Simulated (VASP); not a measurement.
Wanted: the native input for a VASP 6.6.1 run.

```yaml
Task: single point
Functional: PBE
Potentials_or_basis: VASP PAW PBE potentials, release 64 (Cd)
Cutoff: 520 eV
k_mesh: 14 × 14 × 14
Occupations: fermi-dirac, width 0.1 eV
Spin: no spin polarisation
Dipole_correction: no
Further_INCAR_settings: ALGO = Normal; EDIFF = 1e-06; NBANDS = 12
```

The structure of Cd lies in POSCAR:

```
Cd
1.0
   -1.7764484428      1.7764484428      1.7764484428
    1.7764484428     -1.7764484428      1.7764484428
    1.7764484428      1.7764484428     -1.7764484428
Cd
1
Direct
    0.0000000000      0.0000000000      0.0000000000
```

This cell differs from its parent crystal: volume scaled by 0.96.

These files were run (other wordings do the same):

INCAR

```
SYSTEM = Cd
ALGO = Normal
EDIFF = 1E-6
ENCUT = 520
GGA = PE
ISIF = 2
ISMEAR = -1
LASPH = .True.
LCHARG = .False.
LREAL = .False.
LWAVE = .False.
NBANDS = 12
NELM = 100
PREC = Accurate
SIGMA = 0.1
```

KPOINTS

```
k-points
0
Gamma
  14 14 14
  0 0 0
```

Potentials or basis: VASP PAW PBE potentials, release 64 (Cd).

Launch:

```console
$ cat potpaw_PBE.64/Cd/POTCAR > POTCAR
$ mpirun -np 1 vasp_std > vasp.out
```

It gave:

- Pressure: 2.0 GPa
- Band gap on the k mesh: zero (band 6 reaches 6.13 eV, above the bottom of band 7 at 1.76 eV)

Wall time 39 s on 1 thread of AMD EPYC 7R13 (shared host), peak memory 0.12 GiB.
